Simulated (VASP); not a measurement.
# SiSn5 (P6/mmm) in VASP: a series of runs, part 2 of 2

VASP 6.6.1. The steps go on from the part before.

## (5) Relaxation of cell and atoms, PBE

INCAR

```
SYSTEM = SiSn5
ALGO     = Normal         ! electronic algorithm
EDIFF    = 1E-6           ! SCF threshold, eV
EDIFFG   = -0.04          ! ionic threshold
ENCUT    = 600            ! plane-wave cutoff, eV
GGA      = PE             ! functional
IBRION   = 2              ! ionic algorithm
ISIF     = 3              ! what is computed and relaxed
ISMEAR   = 0              ! smearing method
LASPH    = .True.         ! aspherical terms in the spheres
LCHARG   = .False.        ! write CHGCAR
LREAL    = .False.        ! projectors in reciprocal space
LWAVE    = .False.        ! write WAVECAR
NELM     = 80             ! most SCF steps
NSW      = 90             ! ionic steps
PREC     = Accurate       ! precision mode
SIGMA    = 0.1            ! smearing width, eV
```

KPOINTS

```
k-points
0
Gamma
  3 3 4
  0 0 0
```

POSCAR

```
SiSn5
1.0
    6.3215325900      0.0000000000      0.0000000000
   -3.1607662900      5.4746078100      0.0000000000
    0.0000000000      0.0000000000      4.8630260000
Si Sn
1 5
Direct
    0.0000000000      0.0000000000      0.5000000000
    0.3333333300      0.6666666700      0.5000000000
    0.6666666700      0.3333333300      0.5000000000
    0.5000000000      0.0000000000      0.5000000000
    0.0000000000      0.5000000000      0.5000000000
    0.5000000000      0.5000000000      0.5000000000
```

Potentials or basis: VASP PAW PBE potentials, release 64 (Si, Sn_d).

On the command line:

```console
> cat potpaw_PBE.64/Si/POTCAR potpaw_PBE.64/Sn_d/POTCAR > POTCAR
> mpirun -np 1 vasp_std > vasp.out
```

OUTCAR:

```text
SYSTEM = SiSn5
   EDIFF = 1E-6
   EDIFFG = -0.04
   ENCUT = 600
   GGA = PE
   IBRION = 2
   ISIF = 3
   ISMEAR = 0
   LASPH = .True.
   LREAL = .False.
   NELM = 80
   NSW = 90
   PREC = Accurate

 ion  position               nearest neighbor table
   1  0.000  0.000  0.500-   5 3.16   5 3.16   6 3.16   6 3.16   4 3.16   4 3.16
   2  0.333  0.667  0.500-   4 1.82   5 1.82   6 1.82   3 3.65   3 3.65   3 3.65
   3  0.667  0.333  0.500-   4 1.82   5 1.82   6 1.82   2 3.65   2 3.65   2 3.65
   4  0.500  0.000  0.500-   2 1.82   3 1.82   6 3.16   6 3.16   5 3.16   5 3.16   1 3.16   1 3.16

   5  0.000  0.500  0.500-   2 1.82   3 1.82   1 3.16   1 3.16   4 3.16   4 3.16   6 3.16   6 3.16

   6  0.500  0.500  0.500-   2 1.82   3 1.82   4 3.16   4 3.16   1 3.16   1 3.16   5 3.16   5 3.16

 -----------------------------------------------------------------------------
|                                                                             |
|           W    W    AA    RRRRR   N    N  II  N    N   GGGG   !!!           |
|           W    W   A  A   R    R  NN   N  II  NN   N  G    G  !!!           |
[... 1594 lines left out ...]
     43       8.4026      0.00000
     44       9.6583      0.00000

[... ionic steps 4 to 27 ...]

--------------------------------------- Ionic step       28  -------------------------------------------

 number of electron      73.9999991 magnetization

------------------------ aborting loop because EDIFF is reached ----------------------------------------
[... 75 lines left out ...]
--------------------------------------- Ionic step       30  -------------------------------------------

 number of electron      74.0000145 magnetization

 Free energy of the ion-electron system (eV)
  ---------------------------------------------------
  ext. energy  EPLUGINS =         0.00000000
  ---------------------------------------------------
  free energy    TOTEN  =       -20.33437110 eV

  energy without entropy =      -20.31950275  energy(sigma->0) =      -20.32693693

 E-fermi :   2.9571     XC(G=0):  -7.5732

 val. band max:        2.9013944020   @ k =   0.3333   0.3333   0.2500
 cond. band min:       3.0668232973   @ k =   0.3333   0.0000   0.2500
 fundamental gap:      0.1654288953
 Fermi energy:         2.9570537496
[... 454 lines left out ...]
  FREE ENERGIE OF THE ION-ELECTRON SYSTEM (eV)
  ---------------------------------------------------
  free  energy   TOTEN  =       -20.3343710990 eV

  energy  without entropy=      -20.3195027545  energy(sigma->0) =      -20.32693693

 reached required accuracy - stopping structural energy minimisation
```

Run time: 34 min. Hardware: 1 thread of Intel Xeon 6975P-C (Granite Rapids), shared host; peak memory 0.38 GiB.

Results:

```yaml
Free_energy: -20.3344 eV
Relaxed_volume: 43.25 Å³/atom
Relaxed_cell: a = 10.354 Å, b = 10.354 Å, c = 2.795 Å, α = 90.00°, β = 90.00°, γ = 120.00°
Space_group_after_relaxing_to_0.1_Å: P6/mmm (No. 191)
Pressure_after_relaxing: 0.0 GPa
Band_gap_on_the_k_mesh: zero (bands 37 and 38 overlap by 1.27 eV)
```

Final structure:
```yaml
crystal:
  lattice:
    - [10.35421, 0.00000, 0.00000]
    - [-5.17710, 8.96701, 0.00000]
    - [0.00000, 0.00000, 2.79474]
  atoms:
    - { symbol: Si, position: [0.00000, 0.00000, 0.50000] }
    - { symbol: Sn, position: [0.33333, 0.66667, 0.50000] }
    - { symbol: Sn, position: [0.66667, 0.33333, 0.50000] }
    - { symbol: Sn, position: [0.50000, 0.00000, 0.50000] }
    - { symbol: Sn, position: [0.00000, 0.50000, 0.50000] }
    - { symbol: Sn, position: [0.50000, 0.50000, 0.50000] }
```

Caveat: the k points lie up to 0.56 Å⁻¹ apart in the final cell, too coarse for converged energies and pressures of a metal; the volume moved by over 15 % at a fixed basis, so the end points are rough; spin-orbit coupling is left out, which moves the levels of the heavy elements.

## (6) Relaxation of cell and atoms, PBE

This run uses another cell than the first one, of 44.21 Å³/atom.

INCAR

```
PREC = Accurate
ENCUT = 600
EDIFF = 1E-7
ISMEAR = 0
SIGMA = 0.1
LREAL = False
LASPH = True
NELM = 80
ALGO = Fast
ISIF = 3
LWAVE = False
LCHARG = False
GGA = PE
IBRION = 2
NSW = 90
EDIFFG = -0.04
```

KPOINTS

```
regular mesh
0
Gamma
  3 3 6
```

POSCAR

```
SiSn5
1.0
   10.4668089413      0.0000000000      0.0000000000
   -5.2334044707      9.0645224398      0.0000000000
    0.0000000000      0.0000000000      2.7956965245
Si Sn
1 5
Direct
    0.0000000000      0.0000000000      0.5000000000
    0.3333333333      0.6666666667      0.5000000000
    0.6666666667      0.3333333333      0.5000000000
    0.5000000000      0.0000000000      0.5000000000
    0.0000000000      0.5000000000      0.5000000000
    0.5000000000      0.5000000000      0.5000000000
```

Potentials or basis: VASP PAW PBE potentials, release 64 (Si, Sn_d).

On the command line:

```console
> cat potpaw_PBE.64/Si/POTCAR potpaw_PBE.64/Sn_d/POTCAR > POTCAR
> mpirun -np 1 vasp_std > vasp.out
```

OUTCAR:

```text
PREC = Accurate
   ENCUT = 600
   EDIFF = 1E-7
   ISMEAR = 0
   LREAL = False
   LASPH = True
   NELM = 80
   ISIF = 3
   GGA = PE
   IBRION = 2
   NSW = 90
   EDIFFG = -0.04

 ion  position               nearest neighbor table
   1  0.000  0.000  0.500-
   2  0.333  0.667  0.500-   5 3.02   4 3.02   6 3.02
   3  0.667  0.333  0.500-   5 3.02   4 3.02   6 3.02
   4  0.500  0.000  0.500-   2 3.02   3 3.02
   5  0.000  0.500  0.500-   2 3.02   3 3.02
   6  0.500  0.500  0.500-   2 3.02   3 3.02

  LATTYP: Found a hexagonal cell.
 ALAT       =    10.4668089413
 C/A-ratio  =     0.2671011328

  Lattice vectors:

 A1 = (  10.4668089413,   0.0000000000,   0.0000000000)
 A2 = (  -5.2334044707,   9.0645224398,   0.0000000000)
 A3 = (   0.0000000000,   0.0000000000,   2.7956965245)

Analysis of symmetry for initial positions (statically):
=====================================================================
 Subroutine PRICEL returns:
 Original cell was already a primitive cell.

 Routine SETGRP: Setting up the symmetry group for a
 hexagonal supercell.

 Subroutine GETGRP returns: Found 24 space group operations
 (whereof 24 operations were pure point group operations)
 out of a pool of 24 trial point group operations.

The static configuration has the point symmetry D_6h.

Analysis of symmetry for dynamics (positions and initial velocities):
=====================================================================
 Subroutine PRICEL returns:
 Original cell was already a primitive cell.

 Routine SETGRP: Setting up the symmetry group for a
 hexagonal supercell.

 Subroutine GETGRP returns: Found 24 space group operations
 (whereof 24 operations were pure point group operations)
 out of a pool of 24 trial point group operations.

The dynamic configuration has the point symmetry D_6h.

 Subroutine INISYM returns: Found 24 space group operations
 (whereof 24 operations are pure point group operations),
 and found     1 'primitive' translations

----------------------------------------------------------------------------------------

                                     Primitive cell

  volume of cell :     265.2462

  direct lattice vectors                    reciprocal lattice vectors
    10.466808941  0.000000000  0.000000000     0.095540103  0.055160104  0.000000000
    -5.233404471  9.064522440  0.000000000     0.000000000  0.110320208  0.000000000
     0.000000000  0.000000000  2.795696524     0.000000000  0.000000000  0.357692615

  length of vectors
    10.466808941 10.466808941  2.795696524     0.110320208  0.110320208  0.357692615

  position of ions in fractional coordinates (direct lattice)
     0.000000000  0.000000000  0.500000000
     0.333333333  0.666666667  0.500000000
     0.666666667  0.333333333  0.500000000
     0.500000000  0.000000000  0.500000000
     0.000000000  0.500000000  0.500000000
     0.500000000  0.500000000  0.500000000

  ion indices of the primitive-cell ions
   primitive index   ion index
                 1           1
                 2           2
                 3           3
                 4           4
                 5           5
                 6           6

----------------------------------------------------------------------------------------

 KPOINTS: regular mesh

Automatic generation of k-mesh.
 Grid dimensions read from file:
 generate k-points for:    3    3    6

 Generating k-lattice:

  Cartesian coordinates                     Fractional coordinates (reciprocal lattice)
     0.031846701  0.018386701  0.000000000     0.333333333  0.000000000  0.000000000
     0.000000000  0.036773403  0.000000000     0.000000000  0.333333333  0.000000000
     0.000000000  0.000000000  0.059615436     0.000000000  0.000000000  0.166666667

  Length of vectors
     0.036773403  0.036773403  0.059615436

  Shift w.r.t. Gamma in fractional coordinates (k-lattice)
     0.000000000  0.000000000  0.000000000

 Subroutine IBZKPT returns following result:
 ===========================================

 Found     12 irreducible k-points:

 Following reciprocal coordinates:
            Coordinates               Weight
  0.000000  0.000000  0.000000      1.000000
  0.333333  0.000000  0.000000      6.000000
  0.333333  0.333333  0.000000      2.000000
  0.000000  0.000000  0.166667      2.000000
  0.333333  0.000000  0.166667     12.000000
  0.333333  0.333333  0.166667      4.000000
  0.000000  0.000000  0.333333      2.000000
  0.333333  0.000000  0.333333     12.000000
  0.333333  0.333333  0.333333      4.000000
  0.000000  0.000000  0.500000      1.000000
  0.333333  0.000000  0.500000      6.000000
  0.333333  0.333333  0.500000      2.000000
   k-points           NKPTS =     12   k-points in BZ     NKDIM =     12   number of bands    NBANDS=     44
   number of dos      NEDOS =    301   number of ions     NIONS =      6
   total plane-waves  NPLWV = 169344
   dimension x,y,z NGX =    84 NGY =   84 NGZ =   24
   dimension x,y,z NGXF=   168 NGYF=  168 NGZF=   48
   ions per type =               1   5
   NGX,Y,Z   is equivalent  to a cutoff of  13.34, 13.34, 14.27 a.u.
   NGXF,Y,Z  is equivalent  to a cutoff of  26.68, 26.68, 28.54 a.u.
 SYSTEM =  unknown system
   PREC   = accura    normal or accurate (medium, high low for compatibility)
   ISTART =      0    job   : 0-new  1-cont  2-samecut
   ICHARG =      2    charge: 1-file 2-atom 10-const
   ISPIN  =      1    spin polarized calculation?
   LNONCOLLINEAR =      F non collinear calculations
   LSORBIT =      F    spin-orbit coupling
   LASPH  =      T    aspherical Exc in radial PAW
   ENCUT  =  600.0 eV  44.10 Ry    6.64 a.u.  20.90 20.90  5.58*2*pi/ulx,y,z
   NELM   =     80;   NELMIN=  2; NELMDL= -5     # of ELM steps
   EDIFF  = 0.1E-06   stopping-criterion for ELM
   LREAL  =      F    real-space projection
   EDIFFG = -.4E-01   stopping-criterion for IOM
   NSW    =     90    number of steps for IOM
   IBRION =      2    ionic relax: 0-MD 1-quasi-New 2-CG
   NFREE  =      1    steps in history (QN), initial steepest desc. (CG)
   ISIF   =      3    stress and relaxation
   ISYM   =      2    0-nonsym 1-usesym 2-fastsym
   POTIM  = 0.5000    time-step for ionic-motion
   TEBEG  =    0.0;   TEEND  =   0.0 temperature during run
   PSTRESS=    0.0 pullay stress
   NELECT =      74.0000    total number of electrons
   NUPDOWN=      -1.0000    fix difference up-down
   EMIN   =  10.00;   EMAX   =-10.00  energy-range for DOS
   EFERMI =   0.00;   METHOD = LEGACY
   ISMEAR =     0;   SIGMA  =   0.10  broadening in eV -4-tet -1-fermi 0-gaus
   EFERMI_NEDOS =   21; number of points for ismear=-14 and -15
   IALGO  =     68    algorithm
   IMIX   =      4    mixing-type and parameters
     AMIX     =   0.40;   BMIX     =  1.00
     AMIX_MAG =   1.60;   BMIX_MAG =  1.00
  volume/ion in A,a.u.               =      44.21       298.33
  Fermi-wavevector in a.u.,A,eV,Ry     =   1.069717  2.021472 15.569078  1.144295
  Thomas-Fermi vector in A             =   2.205405
   LORBIT       =      0    0 simple, 1 ext, 2 COOP (PROOUT), +10 PAW based schemes
   GGA     = PE    functional components
   LHFCALC =     F    Hartree Fock is set to
   AEXX    =    0.0000 exact exchange contribution
   IVDW    =     0    specifies the selected vdW correction
   LEPSILON=     F    determine dielectric tensor
   LRPA    =     F    only Hartree local field effects (RPA)
 conjugate gradient relaxation of ions
 non-spin polarized calculation
 RMM-DIIS sequential band-by-band and
 Gauss-broadening in eV      SIGMA  =   0.10
  energy-cutoff  :      600.00
  volume of cell :      265.25
 maximum number of plane-waves:      8927
 NGX is ok and might be reduce to    84
   NGX = 41   NGY = 41   NGZ = 11

--------------------------------------- Ionic step        1  -------------------------------------------

 number of electron      74.0000012 magnetization

 Free energy of the ion-electron system (eV)
  ---------------------------------------------------
  ext. energy  EPLUGINS =         0.00000000
  ---------------------------------------------------
  free energy    TOTEN  =       -19.10156961 eV

  energy without entropy =      -19.05523135  energy(sigma->0) =      -19.07840048

------------------------ aborting loop because EDIFF is reached ----------------------------------------

  FORCE on cell =-STRESS in cart. coord.  units (eV):
  Direction    XX          YY          ZZ          XY          YZ          ZX
  --------------------------------------------------------------------------------------
  -------------------------------------------------------------------------------------
  Total       -1.6052089     -1.6052089      8.2489011      0.0000000     -0.0000000      0.0000000
  in kB       -9.6960063     -9.6960063     49.8261611      0.0000000     -0.0000000      0.0000000
  external PRESSURE =      10.1447162 kB  Pullay stress =       0.0000000 kB
[... 305 lines left out ...]
  energy  without entropy=      -19.3227656252  energy(sigma->0) =      -19.34662221

--------------------------------------- Ionic step        9  -------------------------------------------

 number of electron      73.9999983 magnetization

 Free energy of the ion-electron system (eV)
  ---------------------------------------------------
  ext. energy  EPLUGINS =         0.00000000
  ---------------------------------------------------
  free energy    TOTEN  =       -19.37346665 eV

  energy without entropy =      -19.32245637  energy(sigma->0) =      -19.34796151

 E-fermi :   2.7703     XC(G=0):  -7.5595

 val. band max:        2.7691178852   @ k =   0.3333   0.0000   0.3333
 cond. band min:       2.7715305600   @ k =   0.0000   0.0000   0.3333
 fundamental gap:      0.0024126748
 Fermi energy:         2.7702943148

 k-point     1 :       0.0000    0.0000    0.0000
  band No.  band energies     occupation
      1     -18.8989      2.00000
      2     -18.8859      2.00000
      3     -18.8859      2.00000
      4     -18.7797      2.00000
      5     -18.7730      2.00000
      6     -18.7730      2.00000
[... 586 lines left out ...]
  FREE ENERGIE OF THE ION-ELECTRON SYSTEM (eV)
  ---------------------------------------------------
  free  energy   TOTEN  =       -19.3734666509 eV

  energy  without entropy=      -19.3224563742  energy(sigma->0) =      -19.34796151

 reached required accuracy - stopping structural energy minimisation
```

Run time: 17 min. Hardware: 1 thread of Intel Xeon 6975P-C (Granite Rapids), shared host; peak memory 0.52 GiB.

Results:

| Item | Value |
| --- | --- |
| Free energy | -19.3735 eV |
| Relaxed volume | 43.76 Å³/atom |
| Relaxed cell | a = 10.128 Å, b = 10.128 Å, c = 2.955 Å, α = 90.00°, β = 90.00°, γ = 120.00° |
| Space group after relaxing (to 0.1 Å) | P6/mmm (No. 191) |
| Energy gained by relaxing | 45.3 meV/atom |
| Ionic steps | 9 |
| Pressure after relaxing | 0.0 GPa |
| Band gap on the k mesh | zero (bands 37 and 38 overlap by 1.21 eV) |

Stress tensor (GPa, compression positive):
```
0.00 0.00 0.00
0.00 0.00 0.00
0.00 0.00 0.12
```

The path:
```
step  energy change (eV)  largest force (eV/Å)  pressure (GPa)  volume (Å³)
   1              0.0000                0.0000            1.01       265.25
   2             -0.2353                0.0000           -0.89       275.58
   3             -0.2420                0.0000           -0.72       274.24
   4             -0.2431                0.0000           -0.65       273.76
   5             -0.2432                0.0000           -0.60       273.42
   6             -0.2635                0.0000           -0.22       267.44
   7             -0.2689                0.0000            0.11       262.75
   8             -0.2689                0.0000            0.14       262.42
   9             -0.2719                0.0000            0.04       262.53
```

Final structure:
```
Si Sn
1.0
    10.12789    0.00000    0.00000
    -5.06395    8.77101    0.00000
     0.00000    0.00000    2.95540
Si Sn
1 5
Direct
  0.00000 0.00000 0.50000
  0.33333 0.66667 0.50000
  0.66667 0.33333 0.50000
  0.50000 0.00000 0.50000
  0.00000 0.50000 0.50000
  0.50000 0.50000 0.50000
```

Caveat: the k points lie up to 0.35 Å⁻¹ apart in the final cell, too coarse for converged energies and pressures of a metal; spin-orbit coupling is left out, which moves the levels of the heavy elements.

## (7) Summary

| task | cell | k mesh | cutoff (eV) | gap on the mesh (eV) | pressure (GPa) | relaxed volume (Å³/atom) |
| --- | --- | --- | --- | --- | --- | --- |
| single point | a = 6.322, b = 6.322, c = 4.863 Å, angles 90.0, 90.0, 120.0°, 6 atoms | 3 × 3 × 4 | 520 | none | 155.5 | - |
| single point | a = 10.467, b = 10.467, c = 2.796 Å, angles 90.0, 90.0, 120.0°, 6 atoms | 3 × 3 × 4 | 520 | none | 0.1 | - |
| single point | a = 10.267, b = 10.267, c = 2.932 Å, angles 90.0, 90.0, 120.0°, 6 atoms | 3 × 3 × 6 | 520 | none | -0.2 | - |
| relaxation of cell and atoms | relaxed from a = 6.322, b = 6.322, c = 4.863 Å, angles 90.0, 90.0, 120.0°, 6 atoms | 3 × 3 × 4 | 600 | none | 0.0 | 43.25 |
| relaxation of cell and atoms | relaxed from a = 10.467, b = 10.467, c = 2.796 Å, angles 90.0, 90.0, 120.0°, 6 atoms | 3 × 3 × 6 | 600 | none | 0.0 | 43.76 |

Alike in all rows: level PBE; potentials or basis VASP PAW PBE potentials, release 64 (Si, Sn_d); no spin polarisation; smearing gaussian 0.1 eV.

Caveats: some runs use coarse meshes; spin-orbit coupling is left out, which moves the levels of the heavy elements; atoms lie so close that the PAW spheres overlap strongly, which falsifies energies and pressures (at least some runs); the volume moved by over 15 % at a fixed basis, so the end points are rough (at least some runs).

Total energies depend on the potentials used, so only differences within one code and one set of settings carry meaning.
